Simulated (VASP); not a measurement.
Bi2Te3: single point with PBE

The system is Bi2Te3.

```
Bi Te
1.0
     2.30864    1.14936    9.73695
    -2.14942    1.18563    9.69694
     0.11102   -2.67154    9.76009
Bi Te
2 3
Cartesian
  0.2852 -0.2599 23.7160
  0.1260 -0.1532 11.7888
  0.0958 -0.2112 17.8897
  0.0200 -0.0877 5.8599
  -0.0976 -0.0369 -0.0138
```

| Property | Result |
| --- | --- |
| Program | VASP 6.6.1 |
| Task | single point |
| Functional | PBE |
| Potentials or basis | VASP PAW PBE potentials, release 64 (Bi_d, Te) |
| Cutoff | 520 eV |
| k mesh | 2 × 2 × 2 |
| Occupations | gaussian, width 0.1 eV |
| Spin | no spin polarisation |

```
Pressure               : 3.8 GPa
Largest force          : 1.108 eV/Å
Band gap on the k mesh : 0.01 eV, indirect (least direct gap 0.11 eV)
```

Forces in eV/Å, atoms in the order of the input:
```
Bi  -0.075 -0.318  0.238
Bi  -0.252 -0.041 -1.078
Te  -0.142  0.010  0.243
Te   0.057  0.423  0.046
Te   0.412 -0.074  0.552
```

Stress tensor (GPa, compression positive):
```
 5.31 -0.08 -0.01
-0.08  6.67 -0.46
-0.01 -0.46 -0.45
```

Levels at points of the mesh, in eV from the valence-band top:
| k point | band 22 | band 23 | band 24 | band 25 | band 26 | band 27 |
| --- | --- | --- | --- | --- | --- | --- |
| (0.00, 0.00, 0.00) | -0.43 | -0.27 | -0.17 | 0.01 | 0.18 | 0.38 |
| (0.50, 0.00, 0.00) | -1.97 | -0.26 | -0.11 | 0.03 | 0.63 | 2.68 |
| (0.00, 0.50, 0.00) | -2.00 | -0.12 | 0.00 | 0.11 | 0.69 | 2.77 |
| (0.50, 0.50, 0.00) | -1.70 | -0.94 | -0.08 | 0.91 | 1.31 | 1.89 |
| (0.00, 0.00, 0.50) | -1.89 | -0.17 | -0.02 | 0.11 | 0.58 | 2.88 |
| (0.50, 0.00, 0.50) | -1.63 | -0.93 | -0.32 | 0.67 | 1.27 | 2.10 |
| (0.00, 0.50, 0.50) | -1.75 | -0.96 | -0.11 | 0.72 | 1.08 | 2.00 |
| (0.50, 0.50, 0.50) | -0.70 | -0.66 | -0.48 | 0.46 | 0.79 | 1.13 |

Wall time 2.9 min on 1 thread of Intel(R) Xeon(R) Platinum 8559C (Emerald Rapids), on a shared host, peak memory 0.86 GiB.

Caveat: the k points lie up to 0.83 Å⁻¹ apart; spin-orbit coupling is left out, which moves the levels of the heavy elements; forces of over 1 eV/Å act on the atoms, so gaps and moduli don't describe the material at rest. A k mesh can miss the band edges.
